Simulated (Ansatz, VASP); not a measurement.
# Ca3TeRu2: VASP beside Ansatz

```
Ca Te Ru
1.0
     6.22690    0.00000    0.00000
    -3.11345    5.39266    0.00000
     0.00000    0.00000    7.35937
Ca Te Ru
3 1 2
Direct
  0.50000 0.00000 0.50000
  0.00000 0.50000 0.50000
  0.50000 0.50000 0.50000
  0.00000 0.00000 0.00000
  0.00000 0.00000 0.34515
  0.00000 0.00000 0.65485
```

Alike in both runs: functional PBE; k mesh 6 × 6 × 6; occupations gaussian, width 0.1 eV; no spin polarisation.

Ansatz relaxed the structure, and its values are those at the end. VASP's run is a single point on that final structure, the one shown.

```csv
,VASP,Ansatz
version,VASP 6.6.1,Ansatz 0.2.0
potentials or method,"VASP PAW PBE potentials, release 64 (Ca_sv, Te, Ru_pv), cutoff 520 eV","scalar-relativistic, plane waves, PAW"
valence electrons in the cell,64,78
```

Ansatz gave:

- gap on the k mesh at the Fermi level (eV): none
- pressure (GPa): 0.0
- rms of the force components (eV/Å): 0.003

Estimate VASP's values.

gap on the k mesh at the Fermi level (eV): none; pressure (GPa): 0.0; rms of the force components (eV/Å): 0.023.

A gap of «none» marks a metal or a gap that the smearing closes. VASP's potentials hold 64 valence electrons a cell and Ansatz's 78, so a difference there can come from the potentials and not from the codes.

Neither program's run includes spin-orbit coupling.
